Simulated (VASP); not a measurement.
Set up this calculation in VASP 6.6.1, as the native input.

```
Task                   : single point
Functional             : PBE
Potentials or basis    : VASP PAW PBE potentials, release 64 (Si, C)
Cutoff                 : 520 eV
k mesh                 : 8 × 8 × 8
Occupations            : gaussian, width 0.05 eV
Spin                   : no spin polarisation
Dipole correction      : no
Further INCAR settings : ALGO = Normal; EDIFF = 1e-06; NBANDS = 11
```

The structure of SiC (Moissanite 3C) lies in POSCAR:

```
SiC
1.0
    0.0000000000      2.1704670920      2.1704670920
    2.1704670920      0.0000000000      2.1704670920
    2.1704670920      2.1704670920      0.0000000000
Si C
1 1
Direct
    0.0000000000      0.0000000000      0.0000000000
    0.2500000000      0.2500000000      0.2500000000
```

The input as run:

INCAR

```
PREC = Accurate ; ENCUT = 520
EDIFF = 1E-6 ; ISMEAR = 0
SIGMA = 0.05 ; LREAL = F
LASPH = T ; NELM = 80
ALGO = Normal ; ISIF = 2
LWAVE = F ; LCHARG = F
GGA = PE ; NBANDS = 11
```

KPOINTS

```
Automatic mesh
0
Gamma
  8 8 8
```

Potentials or basis: VASP PAW PBE potentials, release 64 (Si, C).

Run with:

```bash
$ cat potpaw_PBE.64/Si/POTCAR potpaw_PBE.64/C/POTCAR > POTCAR
$ mpirun -np 1 vasp_std > vasp.out
```

It gave:

```yaml
Pressure: 5.9 GPa
Band_gap_on_the_k_mesh: 1.34 eV, indirect (least direct gap 4.55 eV)
```

Wall time 4.6 s on 1 thread of AMD EPYC 7R13 Processor (Zen 3) (shared host), peak memory 0.1 GiB.
